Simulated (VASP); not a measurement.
A run of VASP 6.6.1 is set up as follows.

INCAR

```
SYSTEM = Al2Cl2F
  ALGO = Normal
  EDIFF = 1E-7
  EDIFFG = -0.04
  ENCUT = 600
  GGA = PE
  IBRION = 2
  ISIF = 3
  ISMEAR = 0
  LASPH = .True.
  LCHARG = .False.
  LREAL = .False.
  LWAVE = .False.
  NELM = 100
  NSW = 90
  PREC = Accurate
  SIGMA = 0.1
```

Contents of KPOINTS:

```
k-points
0
Gamma
  6 6 6
  0 0 0
```

POSCAR

```
Al2Cl2F
1.0
    2.3178870100      1.3382326900      5.1719113300
   -2.3178870100      1.3382326900      5.1719113300
    0.0000000000     -2.6764653800      5.1719113300
Al Cl F
2 2 1
Direct
    0.9008751900      0.9008751900      0.9008751900
    0.0991248100      0.0991248100      0.0991248100
    0.3607480400      0.3607480400      0.3607480400
    0.6392519600      0.6392519600      0.6392519600
    0.0000000000      0.0000000000      0.0000000000
```

Potentials or basis: VASP PAW PBE potentials, release 64 (Al, Cl, F).

The run is started by

```console
$ cat potpaw_PBE.64/Al/POTCAR potpaw_PBE.64/Cl/POTCAR potpaw_PBE.64/F/POTCAR > POTCAR
$ mpirun -np 1 vasp_std > vasp.out
```

(1) Predict the relaxed cell.

(2) Predict the band gap on the k mesh.

## Answers

(1) a = 6.342 Å, b = 6.342 Å, c = 6.342 Å, α = 40.49°, β = 40.49°, γ = 40.49°.

(2) zero (an odd number of electrons rules out a gap without spin polarisation).

Caveat: an odd number of electrons without spin polarisation forces a metal; a magnetic or distorted state may lie lower.
